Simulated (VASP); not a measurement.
Ga2O3: single point with r2SCAN

The system is Ga2O3.

```
CELL_PARAMETERS angstrom
2.50034 1.44357 4.48268
-2.50034 1.44357 4.48268
0.00000 -2.88714 4.48268
ATOMIC_POSITIONS crystal
Ga 0.35570 0.35570 0.35570
Ga 0.14430 0.14430 0.14430
Ga 0.64430 0.64430 0.64430
Ga 0.85570 0.85570 0.85570
O 0.55280 0.94720 0.25000
O 0.25000 0.55280 0.94720
O 0.94720 0.25000 0.55280
O 0.44720 0.05280 0.75000
O 0.75000 0.44720 0.05280
O 0.05280 0.75000 0.44720
```

| Item | Value |
| --- | --- |
| Program | VASP 6.6.1 |
| Task | single point |
| Functional | r2SCAN |
| Potentials or basis | VASP PAW PBE potentials, release 64 (Ga_d, O) |
| Cutoff | 520 eV |
| k mesh | 6 × 6 × 6 |
| Occupations | gaussian, width 0.02 eV |
| Spin | no spin polarisation |

- Pressure: 0.2 GPa
- Largest force: 0.048 eV/Å
- Band gap on the k mesh: 3.46 eV (least direct gap 3.72 eV)

Forces on the atoms (eV/Å):
```
Ga   0.000  0.000 -0.048
Ga   0.000  0.000  0.048
Ga   0.000  0.000  0.048
Ga   0.000  0.000 -0.048
O    0.027  0.000  0.000
O   -0.013  0.023  0.000
O   -0.013 -0.023  0.000
O   -0.027  0.000  0.000
O    0.013 -0.023  0.000
O    0.013  0.023  0.000
```

Stress tensor (GPa, compression positive):
```
0.14 0.00 0.00
0.00 0.14 0.00
0.00 0.00 0.27
```

Levels at points of the mesh, in eV from the valence-band top:
```tsv
k point	band 41	band 42	band 43	band 44	band 45	band 46	band 47	band 48
(0.00, 0.00, 0.00)	-0.32	-0.32	-0.26	-0.26	3.46	7.44	7.56	9.65
(0.50, 0.00, 0.00)	-0.99	-0.99	-0.15	-0.15	7.15	7.15	7.46	7.46
(0.50, 0.50, 0.00)	-0.87	-0.69	-0.25	-0.14	7.28	7.48	8.33	8.49
(0.50, 0.50, 0.50)	-0.30	-0.30	-0.30	-0.30	6.55	6.55	8.67	8.67
```

Run time: 22 min on 1 thread of Intel Xeon 8259CL, on a shared host, peak memory 0.33 GiB.

Caveat: the PAW data sets were made with another functional, which shifts forces and pressure a little. A k mesh can miss the band edges.
